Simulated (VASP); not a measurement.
# Rh (P6_3/mmc) in VASP: settings compared

Rh is run at these levels: LDA, PBEsol, BLYP+D3(BJ); tasks: single point.

All numbers are computed with VASP 6.6.1; they aren't measurements. Logs are shortened: lines on timing, memory, paths and dates and some standing lists are left out, and cuts for length are marked.

### 1 The cell of the first run

Symmetry: P6_3/mmc, No. 194, hexagonal system. The conventional cell has a = 2.654 Å, b = 2.654 Å, c = 8.686 Å, α = 90.00°, β = 90.00°, γ = 120.00°. Within 3.5 Å of Rh (site symmetry -3m) lie 12 Rh at 2.65 to 2.66 Å. Within 3.5 Å of Rh (site symmetry -6m2) lie 12 Rh at 2.65 to 2.66 Å.

### 2 Single point, LDA

The input, INCAR:

```
SYSTEM = Rh
PREC = Accurate
ENCUT = 520
EDIFF = 1E-6
ISMEAR = -1
SIGMA = 0.05
LREAL = .FALSE.
LASPH = .TRUE.
NELM = 60
ALGO = Normal
ISIF = 2
LWAVE = .FALSE.
LCHARG = .FALSE.
GGA = CA
NBANDS = 38
```

The input, KPOINTS:

```
Automatic mesh
0
G
  10 10 3
  0 0 0
```

The input, POSCAR:

```
Rh
1.0
    2.6536401868     -0.0000002846      0.0000000000
   -1.3268198469      2.2981199566      0.0000000000
    0.0000000000      0.0000000000      8.6863021544
Rh
4
Direct
    0.0000000000      0.0000000000      0.0000000000
    0.3333333333      0.6666666667      0.2500000000
    0.0000000000      0.0000000000      0.5000000000
    0.6666666667      0.3333333333      0.7500000000
```

Potentials or basis: VASP PAW LDA potentials, release 64 (Rh_pv).

Command:

```sh
$ cat potpaw_LDA.64/Rh_pv/POTCAR > POTCAR
$ mpirun -np 1 vasp_std > vasp.out
```

OUTCAR:

```text
SYSTEM = Rh
   PREC = Accurate
   ENCUT = 520
   EDIFF = 1E-6
   ISMEAR = -1
   LREAL = .FALSE.
   LASPH = .TRUE.
   NELM = 60
   ISIF = 2
   GGA = CA

 ion  position               nearest neighbor table
   1  0.000  0.000  0.000-   2 2.66   4 2.66   4 2.66   2 2.66   4 2.66   2 2.66
   2  0.333  0.667  0.250-   1 2.66   3 2.66   1 2.66   3 2.66   1 2.66   3 2.66
   3  0.000  0.000  0.500-   2 2.66   4 2.66   4 2.66   2 2.66   4 2.66   2 2.66
   4  0.667  0.333  0.750-   1 2.66   3 2.66   1 2.66   3 2.66   1 2.66   3 2.66

  LATTYP: Found a hexagonal cell.
 ALAT       =     2.6536401868
 C/A-ratio  =     3.2733534100

  Lattice vectors:

 A1 = (   2.6536401868,  -0.0000002846,   0.0000000000)
 A2 = (  -1.3268198469,   2.2981199566,   0.0000000000)
 A3 = (   0.0000000000,   0.0000000000,   8.6863021544)

Analysis of symmetry for initial positions (statically):
=====================================================================
 Subroutine PRICEL returns:
 Original cell was already a primitive cell.

 Routine SETGRP: Setting up the symmetry group for a
 hexagonal supercell.

 Subroutine GETGRP returns: Found 24 space group operations
 (whereof 12 operations were pure point group operations)
 out of a pool of 24 trial point group operations.

The static configuration has the point symmetry D_3d.
 The point group associated with its full space group is D_6h.

Analysis of symmetry for dynamics (positions and initial velocities):
=====================================================================
 Subroutine PRICEL returns:
 Original cell was already a primitive cell.

 Routine SETGRP: Setting up the symmetry group for a
 hexagonal supercell.

 Subroutine GETGRP returns: Found 24 space group operations
 (whereof 12 operations were pure point group operations)
 out of a pool of 24 trial point group operations.

The dynamic configuration has the point symmetry D_3d.
 The point group associated with its full space group is D_6h.

 Subroutine INISYM returns: Found 24 space group operations
 (whereof 12 operations are pure point group operations),
 and found     1 'primitive' translations

----------------------------------------------------------------------------------------

                                     Primitive cell

  volume of cell :      52.9724

[... 84 lines left out ...]
   ISTART =      0    job   : 0-new  1-cont  2-samecut
   ICHARG =      2    charge: 1-file 2-atom 10-const
   ISPIN  =      1    spin polarized calculation?
   LNONCOLLINEAR =      F non collinear calculations
   LSORBIT =      F    spin-orbit coupling
   LASPH  =      T    aspherical Exc in radial PAW
   ENCUT  =  520.0 eV  38.22 Ry    6.18 a.u.   4.93  4.93 16.15*2*pi/ulx,y,z
   NELM   =     60;   NELMIN=  2; NELMDL= -5     # of ELM steps
   EDIFF  = 0.1E-05   stopping-criterion for ELM
   LREAL  =      F    real-space projection
   EDIFFG = 0.1E-04   stopping-criterion for IOM
   NSW    =      0    number of steps for IOM
   IBRION =     -1    ionic relax: 0-MD 1-quasi-New 2-CG
   NFREE  =      0    steps in history (QN), initial steepest desc. (CG)
   ISIF   =      2    stress and relaxation
   ISYM   =      2    0-nonsym 1-usesym 2-fastsym
   POTIM  = 0.5000    time-step for ionic-motion
   TEBEG  =    0.0;   TEEND  =   0.0 temperature during run
   PSTRESS=    0.0 pullay stress
   NELECT =      60.0000    total number of electrons
   NUPDOWN=      -1.0000    fix difference up-down
   EMIN   =  10.00;   EMAX   =-10.00  energy-range for DOS
   EFERMI =   0.00;   METHOD = LEGACY
   ISMEAR =    -1;   SIGMA  =   0.05  broadening in eV -4-tet -1-fermi 0-gaus
   EFERMI_NEDOS =   21; number of points for ismear=-14 and -15
   IALGO  =     38    algorithm
   IMIX   =      4    mixing-type and parameters
     AMIX     =   0.40;   BMIX     =  1.00
     AMIX_MAG =   1.60;   BMIX_MAG =  1.00
  volume/ion in A,a.u.               =      13.24        89.37
  Fermi-wavevector in a.u.,A,eV,Ry     =   1.706509  3.224835 39.622541  2.912175
  Thomas-Fermi vector in A             =   2.785533
   LORBIT       =      0    0 simple, 1 ext, 2 COOP (PROOUT), +10 PAW based schemes
   GGA     = CA    functional components
   LHFCALC =     F    Hartree Fock is set to
   AEXX    =    0.0000 exact exchange contribution
   IVDW    =     0    specifies the selected vdW correction
   LEPSILON=     F    determine dielectric tensor
   LRPA    =     F    only Hartree local field effects (RPA)
 non-spin polarized calculation
  energy-cutoff  :      520.00
  volume of cell :       52.97
 maximum number of plane-waves:      1453
 NGX is ok and might be reduce to    20
   NGX =  9   NGY =  9   NGZ = 33

 number of electron      60.0000000 magnetization

 Free energy of the ion-electron system (eV)
  ---------------------------------------------------
  ext. energy  EPLUGINS =         0.00000000
  ---------------------------------------------------
  free energy    TOTEN  =       -34.70400827 eV

  energy without entropy =      -34.65686613  energy(sigma->0) =      -34.68043720

 E-fermi :  12.4768     XC(G=0): -14.5914

 val. band max:       12.4582315731   @ k =   0.3000   0.1000   0.3333
 cond. band min:      12.4922251748   @ k =   0.4000   0.0000   0.3333
 fundamental gap:      0.0339936017
 Fermi energy:        12.4767981496

 k-point     1 :       0.0000    0.0000    0.0000
  band No.  band energies     occupation
      1     -34.6445      2.00000
      2     -34.2372      2.00000
      3     -34.2250      2.00000
      4     -33.9285      2.00000
      5     -33.9285      2.00000
      6     -33.8836      2.00000
[... 973 lines left out ...]
     37      21.9506      0.00000
     38      21.9850      0.00000

 [... further k-points ...]
[... 5 lines left out ...]
  --------------------------------------------------------------------------------------
  -------------------------------------------------------------------------------------
  Total        0.2951915      0.2951915      0.3006422      0.0000000      0.0000000     -0.0000000
  in kB        8.9282173      8.9282173      9.0930767      0.0000000      0.0000000     -0.0000000
  external PRESSURE =       8.9831705 kB  Pullay stress =       0.0000000 kB

 VOLUME and BASIS-vectors are now :
 -----------------------------------------------------------------------------
  energy-cutoff  :      520.00
  volume of cell :       52.97
      direct lattice vectors                 reciprocal lattice vectors
     2.653640187 -0.000000285  0.000000000     0.376840864  0.217569121  0.000000000
    -1.326819847  2.298119957  0.000000000     0.000000047  0.435138322  0.000000000
     0.000000000  0.000000000  8.686302154     0.000000000  0.000000000  0.115123787

 POSITION                                       TOTAL-FORCE (eV/Angst)
 -----------------------------------------------------------------------------------
      0.00000      0.00000      0.00000        -0.000000      0.000000      0.000000
      0.00000      1.53208      2.17158        -0.000000     -0.000000      0.000000
      0.00000      0.00000      4.34315         0.000000      0.000000      0.000000
      1.32682      0.76604      6.51473         0.000000      0.000000     -0.000000
 -----------------------------------------------------------------------------------
    total drift:                                0.000000     -0.000000      0.000000

  FREE ENERGIE OF THE ION-ELECTRON SYSTEM (eV)
  ---------------------------------------------------
  free  energy   TOTEN  =       -34.7040082748 eV

  energy  without entropy=      -34.6568661325  energy(sigma->0) =      -34.68043720
```

OSZICAR:

```text
N       E                     dE             d eps       ncg     rms          rms(c)
DAV:   1     0.774382479393E+03    0.77438E+03   -0.36309E+04  2136   0.185E+03
DAV:   2    -0.110042428664E+02   -0.78539E+03   -0.76262E+03  2230   0.578E+02
DAV:   3    -0.367031643080E+02   -0.25699E+02   -0.25093E+02  2326   0.115E+02
DAV:   4    -0.369376321503E+02   -0.23447E+00   -0.23433E+00  2356   0.113E+01
DAV:   5    -0.369418296277E+02   -0.41975E-02   -0.41974E-02  2380   0.150E+00    0.235E+01
DAV:   6    -0.348194171106E+02    0.21224E+01   -0.62840E+00  2326   0.190E+01    0.809E+00
DAV:   7    -0.347467132821E+02    0.72704E-01   -0.30999E-01  2380   0.549E+00    0.346E+00
DAV:   8    -0.347643401991E+02   -0.17627E-01   -0.49115E-01  2278   0.823E+00    0.286E+00
DAV:   9    -0.347043085682E+02    0.60032E-01   -0.18666E-01  2278   0.448E+00    0.543E-01
DAV:  10    -0.347040595423E+02    0.24903E-03   -0.40957E-03  2284   0.514E-01    0.924E-02
DAV:  11    -0.347040121540E+02    0.47388E-04   -0.19328E-04  2442   0.127E-01    0.334E-02
DAV:  12    -0.347040088567E+02    0.32972E-05   -0.32189E-05  2344   0.593E-02    0.677E-03
DAV:  13    -0.347040082748E+02    0.58192E-06   -0.19600E-06  1348   0.122E-02
   1 F= -.34704008E+02 E0= -.34680437E+02  d E =-.471421E-01
```

Run time: 42 s. Hardware: 1 thread of Intel Xeon Platinum 8259CL at 2.50GHz (Skylake/Cascade Lake), shared host; peak memory 0.17 GiB.

What came out:

- Free energy: -34.7040 eV
- Pressure: 0.9 GPa
- Band gap on the k mesh: zero (band 30 reaches 13.33 eV, above the bottom of band 31 at 11.36 eV)

### 3 Single point, PBEsol

This run uses another cell than the first one, of 13.52 Å³/atom, 1.021 times its volume.

The input, INCAR:

```
PREC     = Accurate       # precision mode
ENCUT    = 520            # plane-wave cutoff, eV
EDIFF    = 1E-6           # SCF threshold, eV
ISMEAR   = -1             # smearing method
SIGMA    = 0.05           # smearing width, eV
LREAL    = False          # projectors in reciprocal space
LASPH    = True           # aspherical terms in the spheres
NELM     = 80             # most SCF steps
ALGO     = Normal         # electronic algorithm
ISIF     = 2              # what is computed and relaxed
LWAVE    = False          # write WAVECAR
LCHARG   = False          # write CHGCAR
GGA      = PS             # functional
NBANDS   = 38             # bands
```

The input, KPOINTS:

```
regular mesh
0
Gamma
  10 10 3
```

The input, POSCAR:

```
Rh
1.0
    2.6720834492     -0.0000002866      0.0000000000
   -1.3360414764      2.3140922913      0.0000000000
    0.0000000000      0.0000000000      8.7469016156
Rh
4
Direct
    0.0000000000      0.0000000000      0.0000000000
    0.3333333333      0.6666666667      0.2500000000
    0.0000000000      0.0000000000      0.5000000000
    0.6666666667      0.3333333333      0.7500000000
```

Potentials or basis: VASP PAW PBE potentials, release 64 (Rh_pv).

Command:

```sh
$ cat potpaw_PBE.64/Rh_pv/POTCAR > POTCAR
$ mpirun -np 1 vasp_std > vasp.out
```

OUTCAR:

```text
PREC = Accurate
   ENCUT = 520
   EDIFF = 1E-6
   ISMEAR = -1
   LREAL = False
   LASPH = True
   NELM = 80
   ISIF = 2
   GGA = PS

 ion  position               nearest neighbor table
   1  0.000  0.000  0.000-   2 2.68   4 2.68   2 2.68   4 2.68   4 2.68   2 2.68
   2  0.333  0.667  0.250-   1 2.68   3 2.68   1 2.68   3 2.68   1 2.68   3 2.68
   3  0.000  0.000  0.500-   2 2.68   4 2.68   2 2.68   4 2.68   4 2.68   2 2.68
   4  0.667  0.333  0.750-   1 2.68   3 2.68   1 2.68   3 2.68   1 2.68   3 2.68

  LATTYP: Found a hexagonal cell.
 ALAT       =     2.6720834492
 C/A-ratio  =     3.2734387911

  Lattice vectors:

 A1 = (   2.6720834492,  -0.0000002866,   0.0000000000)
 A2 = (  -1.3360414764,   2.3140922913,   0.0000000000)
 A3 = (   0.0000000000,   0.0000000000,   8.7469016156)

Analysis of symmetry for initial positions (statically):
=====================================================================
 Subroutine PRICEL returns:
 Original cell was already a primitive cell.

 Routine SETGRP: Setting up the symmetry group for a
[... 167 lines left out ...]
  ---------------------------------------------------
  ext. energy  EPLUGINS =         0.00000000
  ---------------------------------------------------
  free energy    TOTEN  =       -32.52343230 eV

  energy without entropy =      -32.47487222  energy(sigma->0) =      -32.49915226

 E-fermi :  12.1197     XC(G=0): -14.3257

 val. band max:       12.1019307183   @ k =   0.3000   0.1000   0.3333
 cond. band min:      12.1336372855   @ k =   0.4000  -0.0000   0.3333
 fundamental gap:      0.0317065671
 Fermi energy:        12.1196635631

 k-point     1 :       0.0000    0.0000    0.0000
  band No.  band energies     occupation
      1     -35.0641      2.00000
      2     -34.6893      2.00000
      3     -34.6778      2.00000
      4     -34.4074      2.00000
      5     -34.4074      2.00000
      6     -34.3666      2.00000
[... 973 lines left out ...]
     37      21.3970      0.00000
     38      21.4382      0.00000

 [... further k-points ...]
[... 5 lines left out ...]
  --------------------------------------------------------------------------------------
  -------------------------------------------------------------------------------------
  Total       -0.0179870     -0.0179870     -0.0222535      0.0000000      0.0000000      0.0000000
  in kB       -0.5328253     -0.5328253     -0.6592117      0.0000000      0.0000000      0.0000000
  external PRESSURE =      -0.5749541 kB  Pullay stress =       0.0000000 kB

 VOLUME and BASIS-vectors are now :
 -----------------------------------------------------------------------------
  energy-cutoff  :      520.00
  volume of cell :       54.09
      direct lattice vectors                 reciprocal lattice vectors
     2.672083449 -0.000000287  0.000000000     0.374239832  0.216067414  0.000000000
    -1.336041476  2.314092291  0.000000000     0.000000046  0.432134909  0.000000000
     0.000000000  0.000000000  8.746901616     0.000000000  0.000000000  0.114326197

 POSITION                                       TOTAL-FORCE (eV/Angst)
 -----------------------------------------------------------------------------------
      0.00000      0.00000      0.00000         0.000000      0.000000     -0.000000
      0.00000      1.54273      2.18673         0.000000     -0.000000     -0.000000
      0.00000      0.00000      4.37345         0.000000      0.000000     -0.000000
      1.33604      0.77136      6.56018        -0.000000      0.000000      0.000000
 -----------------------------------------------------------------------------------
    total drift:                                0.000000     -0.000000      0.000000

  FREE ENERGIE OF THE ION-ELECTRON SYSTEM (eV)
  ---------------------------------------------------
  free  energy   TOTEN  =       -32.5234322972 eV

  energy  without entropy=      -32.4748722212  energy(sigma->0) =      -32.49915226
```

OSZICAR:

```text
N       E                     dE             d eps       ncg     rms          rms(c)
DAV:   1     0.774088242132E+03    0.77409E+03   -0.36706E+04  2160   0.183E+03
DAV:   2    -0.957859225570E+01   -0.78367E+03   -0.76158E+03  2256   0.576E+02
DAV:   3    -0.347878452865E+02   -0.25209E+02   -0.24687E+02  2356   0.113E+02
DAV:   4    -0.350194643420E+02   -0.23162E+00   -0.23150E+00  2374   0.110E+01
DAV:   5    -0.350234506604E+02   -0.39863E-02   -0.39862E-02  2386   0.147E+00    0.231E+01
DAV:   6    -0.326326372858E+02    0.23908E+01   -0.72319E+00  2320   0.204E+01    0.731E+00
DAV:   7    -0.325612148508E+02    0.71422E-01   -0.31099E-01  2368   0.519E+00    0.323E+00
DAV:   8    -0.325732065754E+02   -0.11992E-01   -0.39804E-01  2272   0.736E+00    0.267E+00
DAV:   9    -0.325240346934E+02    0.49172E-01   -0.14995E-01  2278   0.399E+00    0.596E-01
DAV:  10    -0.325234850297E+02    0.54966E-03   -0.33035E-03  2290   0.461E-01    0.823E-02
DAV:  11    -0.325234381914E+02    0.46838E-04   -0.14426E-04  2396   0.102E-01    0.308E-02
DAV:  12    -0.325234335442E+02    0.46471E-05   -0.24037E-05  2368   0.499E-02    0.570E-03
DAV:  13    -0.325234322263E+02    0.13179E-05   -0.12898E-06  1304   0.109E-02    0.419E-03
DAV:  14    -0.325234322972E+02   -0.70906E-07   -0.13389E-07  1226   0.329E-03
   1 F= -.32523432E+02 E0= -.32499152E+02  d E =-.485601E-01
```

stdout:

```text
POSCAR found type information on POSCAR Rh
 POSCAR found :  1 types and       4 ions
 scaLAPACK will be used
 -----------------------------------------------------------------------------
|                                                                             |
|                                                                             |
|     You enforced a specific xc type in the INCAR file but a different       |
|     I HOPE YOU KNOW WHAT YOU ARE DOING!                                     |
|                                                                             |
 -----------------------------------------------------------------------------

 LDA part: xc-table for (Slater+PW92), standard interpolation
 POSCAR, INCAR and KPOINTS ok, starting setup
 FFT: planning ... GRIDC
 FFT: planning ... GRID_SOFT
 FFT: planning ... GRID
 WAVECAR not read
 entering main loop
```

It took 47 s on 1 thread of Intel Xeon Platinum 8259CL at 2.50GHz (Skylake/Cascade Lake), shared host; peak memory 0.19 GiB.

Results:

```yaml
Free_energy: -32.5234 eV
Pressure: -0.1 GPa
Band_gap_on_the_k_mesh: zero (band 30 reaches 12.95 eV, above the bottom of band 31 at 11.04 eV)
```

Levels at points of the mesh, in eV from the Fermi level:
```
           k point  band 26  band 27  band 28  band 29  band 30  band 31  band 32  band 33
(0.00, 0.00, 0.00)    -2.76    -2.76    -1.50    -1.50    -0.90    -0.90    -0.38    -0.38
(0.50, 0.00, 0.00)     0.54     0.55     0.59     0.65     0.83     0.83     0.86     1.13
```

Caveat: the PAW data sets were made with another functional, which shifts forces and pressure a little.

### 4 Single point, BLYP+D3(BJ)

This run uses another cell than the first one, of 13.84 Å³/atom, 1.045 times its volume.

The input, INCAR:

```
SYSTEM = Rh
AGGAC = 1.0 ; AGGAX = 1.0
ALDAC = 0.0 ; ALDAX = 1.0
ALGO = Normal ; EDIFF = 1E-7
ENCUT = 520 ; GGA = B5
ISIF = 2 ; ISMEAR = -1
IVDW = 12 ; LASPH = .TRUE.
LCHARG = .TRUE. ; LELF = .TRUE.
LREAL = .FALSE. ; LVHAR = .TRUE.
LWAVE = .FALSE. ; NBANDS = 38
NELM = 60 ; PREC = Accurate
SIGMA = 0.05 ; VDW_A1 = 0.4298
VDW_A2 = 4.2359 ; VDW_S6 = 1.0
VDW_S8 = 2.6996
```

The input, KPOINTS:

```
k-points
0
G
  10 10 3
  0 0 0
```

The input, POSCAR:

```
Rh
1.0
    2.6921163054     -0.0000002887      0.0000000000
   -1.3460579027      2.3314412548      0.0000000000
    0.0000000000      0.0000000000      8.8173123023
Rh
4
Direct
    0.0000000000      0.0000000000      0.0000000000
    0.3333333333      0.6666666667      0.2500000000
    0.0000000000      0.0000000000      0.5000000000
    0.6666666667      0.3333333333      0.7500000000
```

Command:

```sh
$ cat potpaw_PBE.64/Rh_pv/POTCAR > POTCAR
$ mpirun -np 1 vasp_std > vasp.out
```

Wall time 73 s (1 thread of Intel Xeon Platinum 8259CL at 2.50GHz (Skylake/Cascade Lake), shared host); peak memory 0.2 GiB.

It converged, with:

```yaml
Free_energy: -30.3283 eV
Pressure: 0.6 GPa
Band_gap_on_the_k_mesh: zero (band 30 reaches 13.15 eV, above the bottom of band 31 at 11.30 eV)
Dispersion_energy_per_atom: -1.484 eV
```

Levels at points of the mesh, in eV from the Fermi level:
| k point | band 27 | band 28 | band 29 | band 30 | band 31 | band 32 |
| --- | --- | --- | --- | --- | --- | --- |
| (0.00, 0.00, 0.00) | -2.64 | -1.46 | -1.46 | -0.87 | -0.87 | -0.38 |
| (0.50, 0.00, 0.00) | 0.52 | 0.56 | 0.62 | 0.79 | 0.79 | 0.83 |

Caveat: the PAW data sets were made with another functional, which shifts forces and pressure a little; pairwise dispersion overbinds metals, which lowers pressure and volume.

### 5 Overview

| level | potentials or basis | cell | gap on the mesh (eV) | pressure (GPa) |
| --- | --- | --- | --- | --- |
| LDA | VASP PAW LDA potentials, release 64 (Rh_pv) | a = 2.654, b = 2.654, c = 8.686 Å, angles 90.0, 90.0, 120.0°, 4 atoms | none | 0.9 |
| PBEsol | VASP PAW PBE potentials, release 64 (Rh_pv) | a = 2.672, b = 2.672, c = 8.747 Å, angles 90.0, 90.0, 120.0°, 4 atoms | none | -0.1 |
| BLYP+D3(BJ) | VASP PAW PBE potentials, release 64 (Rh_pv) | a = 2.692, b = 2.692, c = 8.817 Å, angles 90.0, 90.0, 120.0°, 4 atoms | none | 0.6 |

Alike in all rows: task single point; no spin polarisation; k mesh 10 × 10 × 3; cutoff (eV) 520; smearing fermi-dirac 0.05 eV.

Caveats: the PAW data sets were made with another functional, which shifts forces and pressure a little (some runs); pairwise dispersion overbinds metals, which lowers pressure and volume (some runs).

Total energies depend on the potentials used, so only differences within one code and one set of settings carry meaning.
